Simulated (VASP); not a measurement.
# BeTe (F-43m) in VASP: a series of runs

Runs on BeTe. Level: PBEsol. Tasks: vibrations by perturbation theory.

All numbers are computed with VASP 6.6.1; they aren't measurements. Logs are shortened: lines on timing, memory, paths and dates and some standing lists are left out, and cuts for length are marked.

## Step 1: The cell of the first run

Symmetry: F-43m, No. 216, cubic system. The conventional cell has a = 5.429 Å, b = 5.429 Å, c = 5.429 Å, α = 90.00°, β = 90.00°, γ = 90.00°. Within 3.1 Å of Be (site symmetry -43m) lie 4 Te at 2.35 Å. Within 3.1 Å of Te (site symmetry -43m) lie 4 Be at 2.35 Å.

## Step 2: Vibrations by perturbation theory, PBEsol

Contents of INCAR:

```
  PREC = Accurate
  ENCUT = 520
  EDIFF = 1E-8
  ISMEAR = 0
  SIGMA = 0.01
  LREAL = F
  LASPH = T
  NELM = 80
  ALGO = Normal
  ISIF = 2
  LWAVE = F
  LCHARG = F
  GGA = PS
  IBRION = 8
  NSW = 1
```

Contents of KPOINTS:

```
regular mesh
0
Gamma
  8 8 8
```

Contents of POSCAR:

```
BeTe
1.0
    2.7145135738      2.7145135738      0.0000000000
   -2.7145135738      2.7145135738      0.0000000000
    0.0000000000      2.7145135738      2.7145135738
Be Te
1 1
Direct
    0.0000000000      0.0000000000      0.0000000000
    0.7500000000      0.2500000000      0.5000000000
```

Potentials or basis: VASP PAW PBE potentials, release 64 (Be, Te).

The run is started by

```bash
$ cat potpaw_PBE.64/Be/POTCAR potpaw_PBE.64/Te/POTCAR > POTCAR
$ mpirun -np 1 vasp_std > vasp.out
```

OUTCAR:

```text
PREC = Accurate
   ENCUT = 520
   EDIFF = 1E-8
   ISMEAR = 0
   LREAL = F
   LASPH = T
   NELM = 80
   ISIF = 2
   GGA = PS
   IBRION = 8
   NSW = 1

 ion  position               nearest neighbor table
   1  0.000  0.000  0.000-   2 2.35   2 2.35   2 2.35   2 2.35
   2  0.750  0.250  0.500-   1 2.35   1 2.35   1 2.35   1 2.35

  LATTYP: Found a face centered cubic cell.
 ALAT       =     5.4290271476

  Lattice vectors:

 A1 = (   0.0000000000,   2.7145135738,   2.7145135738)
 A2 = (   2.7145135738,   0.0000000000,   2.7145135738)
 A3 = (   2.7145135738,   2.7145135738,   0.0000000000)

Analysis of symmetry for initial positions (statically):
=====================================================================
 Subroutine PRICEL returns:
 Original cell was already a primitive cell.

 Routine SETGRP: Setting up the symmetry group for a
 face centered cubic supercell.

 Subroutine GETGRP returns: Found 24 space group operations
 (whereof 24 operations were pure point group operations)
 out of a pool of 48 trial point group operations.

The static configuration has the point symmetry T_d .

Analysis of symmetry for dynamics (positions and initial velocities):
=====================================================================
 Subroutine PRICEL returns:
 Original cell was already a primitive cell.

 Routine SETGRP: Setting up the symmetry group for a
 face centered cubic supercell.

 Subroutine GETGRP returns: Found 24 space group operations
 (whereof 24 operations were pure point group operations)
 out of a pool of 48 trial point group operations.

The dynamic configuration has the point symmetry T_d .

 Subroutine INISYM returns: Found 24 space group operations
 (whereof 24 operations are pure point group operations),
 and found     1 'primitive' translations

----------------------------------------------------------------------------------------

                                     Primitive cell

  volume of cell :      40.0042

  direct lattice vectors                    reciprocal lattice vectors
     2.714513574  2.714513574  0.000000000     0.184195063  0.184195063 -0.184195063
    -2.714513574  2.714513574  0.000000000    -0.184195063  0.184195063 -0.184195063
     0.000000000  2.714513574  2.714513574     0.000000000  0.000000000  0.368390127

  length of vectors
     3.838901911  3.838901911  3.838901911     0.319035208  0.319035208  0.368390127

  position of ions in fractional coordinates (direct lattice)
     0.000000000  0.000000000  0.000000000
     0.750000000  0.250000000  0.500000000

  ion indices of the primitive-cell ions
   primitive index   ion index
                 1           1
                 2           2

----------------------------------------------------------------------------------------

 KPOINTS: regular mesh

Automatic generation of k-mesh.
 Grid dimensions read from file:
 generate k-points for:    8    8    8

 Generating k-lattice:

  Cartesian coordinates                     Fractional coordinates (reciprocal lattice)
     0.023024383  0.023024383 -0.023024383     0.125000000  0.000000000  0.000000000
    -0.023024383  0.023024383 -0.023024383     0.000000000  0.125000000  0.000000000
     0.000000000  0.000000000  0.046048766     0.000000000  0.000000000  0.125000000

  Length of vectors
     0.039879401  0.039879401  0.046048766

  Shift w.r.t. Gamma in fractional coordinates (k-lattice)
     0.000000000  0.000000000  0.000000000
[... 77 lines left out ...]
   LHFCALC =     F    Hartree Fock is set to
   AEXX    =    0.0000 exact exchange contribution
   IVDW    =     0    specifies the selected vdW correction
   LEPSILON=     F    determine dielectric tensor
   LRPA    =     F    only Hartree local field effects (RPA)
 non-spin polarized calculation
 Gauss-broadening in eV      SIGMA  =   0.01
  energy-cutoff  :      520.00
  volume of cell :       40.00
 maximum number of plane-waves:      1090
 NGX is ok and might be reduce to    30
   NGX = 15   NGY = 15   NGZ = 15

--------------------------------------- Ionic step        1  -------------------------------------------

 number of electron       8.0000000 magnetization

 Free energy of the ion-electron system (eV)
  ---------------------------------------------------
  ext. energy  EPLUGINS =         0.00000000
  ---------------------------------------------------
  free energy    TOTEN  =        -8.12764443 eV

  energy without entropy =       -8.12764443  energy(sigma->0) =       -8.12764443

 E-fermi :   6.3576     XC(G=0):  -9.6432

 val. band max:        6.3075814539   @ k =   0.0000   0.0000   0.0000
 cond. band min:       7.8687310498   @ k =   0.5000   0.5000   0.0000
 fundamental gap:      1.5611495959
 Fermi energy:         6.3576233858

 k-point     1 :       0.0000    0.0000    0.0000
  band No.  band energies     occupation
      1      -6.8095      2.00000
      2       6.3076      2.00000
      3       6.3076      2.00000
      4       6.3076      2.00000
      5       9.7945      0.00000
      6       9.7945      0.00000
      7       9.7945      0.00000
      8      10.8722      0.00000
[... 243 lines left out ...]
 k-point    24 :       0.5000    0.2500    0.1250
  band No.  band energies     occupation
      1      -4.8680      2.00000
      2       0.4714      2.00000
      3       2.9781      2.00000
      4       4.0416      2.00000
      5      10.3654      0.00000
      6      10.7896      0.00000
      7      13.3100      0.00000
      8      14.3744      0.00000

 [... further k-points ...]

------------------------ aborting loop because EDIFF is reached ----------------------------------------

  FORCE on cell =-STRESS in cart. coord.  units (eV):
  Direction    XX          YY          ZZ          XY          YZ          ZX
  --------------------------------------------------------------------------------------
  -------------------------------------------------------------------------------------
  Total        1.8296779      1.8296779      1.8296779      0.0000000      0.0000000     -0.0000000
  in kB       73.2789415     73.2789415     73.2789415      0.0000000      0.0000000     -0.0000000
  external PRESSURE =      73.2789415 kB  Pullay stress =       0.0000000 kB

 VOLUME and BASIS-vectors are now :
 -----------------------------------------------------------------------------
  energy-cutoff  :      520.00
  volume of cell :       40.00
      direct lattice vectors                 reciprocal lattice vectors
     2.714513574  2.714513574  0.000000000     0.184195063  0.184195063 -0.184195063
    -2.714513574  2.714513574  0.000000000    -0.184195063  0.184195063 -0.184195063
     0.000000000  2.714513574  2.714513574     0.000000000  0.000000000  0.368390127

 POSITION                                       TOTAL-FORCE (eV/Angst)
 -----------------------------------------------------------------------------------
      0.00000      0.00000      0.00000         0.000000     -0.000000      0.000000
      1.35726      4.07177      1.35726        -0.000000      0.000000     -0.000000
 -----------------------------------------------------------------------------------
    total drift:                               -0.000000      0.000000      0.000000

  FREE ENERGIE OF THE ION-ELECTRON SYSTEM (eV)
  ---------------------------------------------------
  free  energy   TOTEN  =        -8.1276444309 eV

  energy  without entropy=       -8.1276444309  energy(sigma->0) =       -8.12764443

[... ionic steps 2 to 3 ...]

--------------------------------------- Ionic step        4  -------------------------------------------

------------------------ aborting loop because EDIFF is reached ----------------------------------------

[... ionic steps 5 to 6 ...]

--------------------------------------- Ionic step        7  -------------------------------------------

 Free energy of the ion-electron system (eV)
  ---------------------------------------------------
  ---------------------------------------------------
  free energy    TOTEN  =        -0.04380651 eV

  energy without entropy =       -0.04380651

------------------------ aborting loop because EDIFF is reached ----------------------------------------

 INTERNAL STRAIN TENSOR  FOR ION    2  DIRECTION 1   (eV/Angst):
 -----------------------------------------------------------------------------
     0.01227  0.00000 -0.00000
     0.00000 -0.01519  7.79347
     0.00000  7.79347 -0.01519

 INTERNAL STRAIN TENSOR FOR ION    2 for displacements in x,y,z  (eV/Angst):
          X           Y           Z          XY          YZ          ZX
  --------------------------------------------------------------------------------
  x     0.00000    -0.00000    -0.00000     0.00000     7.79347     0.00000
  y    -0.00000     0.00000    -0.00000     0.00000     0.00000     7.79347
  z    -0.00000    -0.00000     0.00000     7.79347     0.00000     0.00000

 SECOND DERIVATIVES (NOT SYMMETRIZED)
 ------------------------------------
               1X          1Y          1Z          2X          2Y          2Z
  1X    -8.950146    0.000000    0.000000    8.950146    0.000000    0.000000
  1Y     0.000000   -8.950146    0.000000    0.000000    8.950146    0.000000
  1Z     0.000000    0.000000   -8.950146    0.000000    0.000000    8.950146
  2X     8.950195   -0.000000    0.000000   -8.950195    0.000000   -0.000000
  2Y     0.000000    8.950195   -0.000000   -0.000000   -8.950195    0.000000
  2Z     0.000000   -0.000000    8.950195   -0.000000    0.000000   -8.950195

 Eigenvectors and eigenvalues of the dynamical matrix
 ----------------------------------------------------

   1 f  =   16.119511 THz   101.281873 2PiTHz  537.689001 cm-1    66.664910 meV
             X         Y         Z           dx          dy          dz
      0.000000  0.000000  0.000000     0.966450   -0.000000   -0.000000
      1.357257  4.071770  1.357257    -0.256856    0.000000    0.000000
[... 21 lines left out ...]
   6 f/i=    0.000011 THz     0.000069 2PiTHz    0.000369 cm-1     0.000046 meV
             X         Y         Z           dx          dy          dz
      0.000000  0.000000  0.000000     0.051247    0.244666    0.059055
      1.357257  4.071770  1.357257     0.192821    0.920582    0.222202

--------------------------------------------------------------------------------------------------------

 ELASTIC MODULI CONTR FROM IONIC RELAXATION (kBar)
 Direction    XX          YY          ZZ          XY          YZ          ZX
 --------------------------------------------------------------------------------
 XX          -0.0000     -0.0000     -0.0000      0.0000     -0.0000      0.0000
 YY          -0.0000     -0.0000     -0.0000      0.0000      0.0000     -0.0000
 ZZ          -0.0000     -0.0000     -0.0000     -0.0000      0.0000      0.0000
 XY           0.0000      0.0000     -0.0000   -280.0861      0.0000      0.0000
 YZ          -0.0000      0.0000      0.0000      0.0000   -280.0861     -0.0000
 ZX           0.0000     -0.0000      0.0000      0.0000     -0.0000   -280.0861
 --------------------------------------------------------------------------------
```

Run time: 3.3 min. Hardware: 1 thread of Intel Xeon 8259CL, shared host; peak memory 0.25 GiB.

What came out:

| Quantity | Value |
| --- | --- |
| Highest phonon frequency at Γ, LO-TO splitting left out | 538 cm⁻¹ |

Phonon frequencies in cm⁻¹ (negative: imaginary):
| q point | frequencies |
| --- | --- |
| (0.000, 0.000, 0.000) | 0 0 0 538 538 538 |

Caveat: the cell stands under pressure or tension, which shifts response properties; the PAW data sets were made with another functional, which shifts forces and pressure a little; spin-orbit coupling is left out, which moves the levels of the heavy elements.

## Step 3: Vibrations by perturbation theory, PBEsol

This run uses another cell than the first one, of 20.75 Å³/atom.

Contents of INCAR:

```
PREC     = Accurate       # precision mode
ENCUT    = 520            # plane-wave cutoff, eV
EDIFF    = 1E-8           # SCF threshold, eV
ISMEAR   = 0              # smearing method
SIGMA    = 0.01           # smearing width, eV
LREAL    = F              # projectors in reciprocal space
LASPH    = T              # aspherical terms in the spheres
NELM     = 100            # most SCF steps
ALGO     = Normal         # electronic algorithm
ISIF     = 2              # what is computed and relaxed
LWAVE    = F              # write WAVECAR
LCHARG   = T              # write CHGCAR
GGA      = PS             # functional
NBANDS   = 11             # bands
IBRION   = 8              # ionic algorithm
NSW      = 1              # ionic steps
```

Contents of KPOINTS:

```
Automatic mesh
0
Gamma
  8 8 8
```

Contents of POSCAR:

```
BeTe
1.0
    2.7479909279      2.7479909279      0.0000000000
   -2.7479909279      2.7479909279      0.0000000000
    0.0000000000      2.7479909279      2.7479909279
Be Te
1 1
Direct
    0.0000000000      0.0000000000      0.0000000000
    0.7500000000      0.2500000000      0.5000000000
```

Potentials or basis: VASP PAW PBE potentials, release 64 (Be, Te).

The run is started by

```bash
$ cat potpaw_PBE.64/Be/POTCAR potpaw_PBE.64/Te/POTCAR > POTCAR
$ mpirun -np 1 vasp_std > vasp.out
```

OUTCAR:

```text
PREC = Accurate
   ENCUT = 520
   EDIFF = 1E-8
   ISMEAR = 0
   LREAL = F
   LASPH = T
   NELM = 100
   ISIF = 2
   GGA = PS
   IBRION = 8
   NSW = 1

 ion  position               nearest neighbor table
   1  0.000  0.000  0.000-   2 2.38   2 2.38   2 2.38   2 2.38
   2  0.750  0.250  0.500-   1 2.38   1 2.38   1 2.38   1 2.38

  LATTYP: Found a face centered cubic cell.
 ALAT       =     5.4959818558

  Lattice vectors:

 A1 = (   0.0000000000,   2.7479909279,   2.7479909279)
 A2 = (   2.7479909279,   0.0000000000,   2.7479909279)
 A3 = (   2.7479909279,   2.7479909279,   0.0000000000)

Analysis of symmetry for initial positions (statically):
=====================================================================
 Subroutine PRICEL returns:
 Original cell was already a primitive cell.

 Routine SETGRP: Setting up the symmetry group for a
 face centered cubic supercell.

 Subroutine GETGRP returns: Found 24 space group operations
 (whereof 24 operations were pure point group operations)
 out of a pool of 48 trial point group operations.

The static configuration has the point symmetry T_d .

Analysis of symmetry for dynamics (positions and initial velocities):
=====================================================================
 Subroutine PRICEL returns:
 Original cell was already a primitive cell.

 Routine SETGRP: Setting up the symmetry group for a
 face centered cubic supercell.

 Subroutine GETGRP returns: Found 24 space group operations
 (whereof 24 operations were pure point group operations)
 out of a pool of 48 trial point group operations.

[... 520 lines left out ...]
    total drift:                               -0.000000      0.000000      0.000000

  FREE ENERGIE OF THE ION-ELECTRON SYSTEM (eV)
  ---------------------------------------------------
  free  energy   TOTEN  =        -8.1816180035 eV

  energy  without entropy=       -8.1816180035  energy(sigma->0) =       -8.18161800

[... ionic steps 2 to 3 ...]

--------------------------------------- Ionic step        4  -------------------------------------------

------------------------ aborting loop because EDIFF is reached ----------------------------------------

[... ionic steps 5 to 6 ...]

--------------------------------------- Ionic step        7  -------------------------------------------

 Free energy of the ion-electron system (eV)
  ---------------------------------------------------
  ---------------------------------------------------
  free energy    TOTEN  =        -0.04417014 eV

  energy without entropy =       -0.04417014

------------------------ aborting loop because EDIFF is reached ----------------------------------------

 INTERNAL STRAIN TENSOR  FOR ION    2  DIRECTION 1   (eV/Angst):
 -----------------------------------------------------------------------------
     0.01110  0.00000  0.00000
     0.00000 -0.01449  6.60508
     0.00000  6.60508 -0.01449

 INTERNAL STRAIN TENSOR FOR ION    2 for displacements in x,y,z  (eV/Angst):
          X           Y           Z          XY          YZ          ZX
  --------------------------------------------------------------------------------
  x     0.00000    -0.00000    -0.00000     0.00000     6.60508     0.00000
  y    -0.00000     0.00000    -0.00000     0.00000     0.00000     6.60508
  z    -0.00000    -0.00000     0.00000     6.60508     0.00000     0.00000

 SECOND DERIVATIVES (NOT SYMMETRIZED)
 ------------------------------------
               1X          1Y          1Z          2X          2Y          2Z
  1X    -8.140072   -0.000000    0.000000    8.140072    0.000000   -0.000000
  1Y     0.000000   -8.140072   -0.000000   -0.000000    8.140072    0.000000
  1Z     0.000000   -0.000000   -8.140072   -0.000000    0.000000    8.140072
  2X     8.140234   -0.000000    0.000000   -8.140234    0.000000   -0.000000
  2Y     0.000000    8.140234   -0.000000   -0.000000   -8.140234    0.000000
  2Z     0.000000   -0.000000    8.140234   -0.000000    0.000000   -8.140234

 Eigenvectors and eigenvalues of the dynamical matrix
 ----------------------------------------------------

   1 f  =   15.372734 THz    96.589739 2PiTHz  512.779224 cm-1    63.576492 meV
             X         Y         Z           dx          dy          dz
      0.000000  0.000000  0.000000    -0.966449   -0.000000   -0.000000
      1.373995  4.121986  1.373995     0.256858    0.000000    0.000000
[... 21 lines left out ...]
   6 f/i=    0.000038 THz     0.000239 2PiTHz    0.001270 cm-1     0.000157 meV
             X         Y         Z           dx          dy          dz
      0.000000  0.000000  0.000000    -0.000000   -0.171517   -0.191201
      1.373995  4.121986  1.373995     0.000000   -0.645348   -0.719409

--------------------------------------------------------------------------------------------------------

 ELASTIC MODULI CONTR FROM IONIC RELAXATION (kBar)
 Direction    XX          YY          ZZ          XY          YZ          ZX
 --------------------------------------------------------------------------------
 XX          -0.0000     -0.0000     -0.0000      0.0000     -0.0000      0.0000
 YY          -0.0000     -0.0000     -0.0000      0.0000      0.0000      0.0000
 ZZ          -0.0000     -0.0000     -0.0000     -0.0000      0.0000      0.0000
 XY           0.0000      0.0000     -0.0000   -214.0351      0.0000     -0.0000
 YZ          -0.0000      0.0000      0.0000      0.0000   -214.0351      0.0000
 ZX           0.0000      0.0000      0.0000     -0.0000      0.0000   -214.0351
 --------------------------------------------------------------------------------
```

Run time: 4.5 min. Hardware: 1 thread of Intel Xeon 8259CL, shared host; peak memory 0.27 GiB.

Results:

```yaml
Highest_phonon_frequency_at_Γ_LO-TO_splitting_left_out: 513 cm⁻¹
```

Phonon frequencies in cm⁻¹ (negative: imaginary):
```tsv
q point	frequencies
(0.000, 0.000, 0.000)	0 0 0 513 513 513
```

Caveat: the cell stands under pressure or tension, which shifts response properties; the PAW data sets were made with another functional, which shifts forces and pressure a little; spin-orbit coupling is left out, which moves the levels of the heavy elements.

(Part 1 of 2 ends here.)
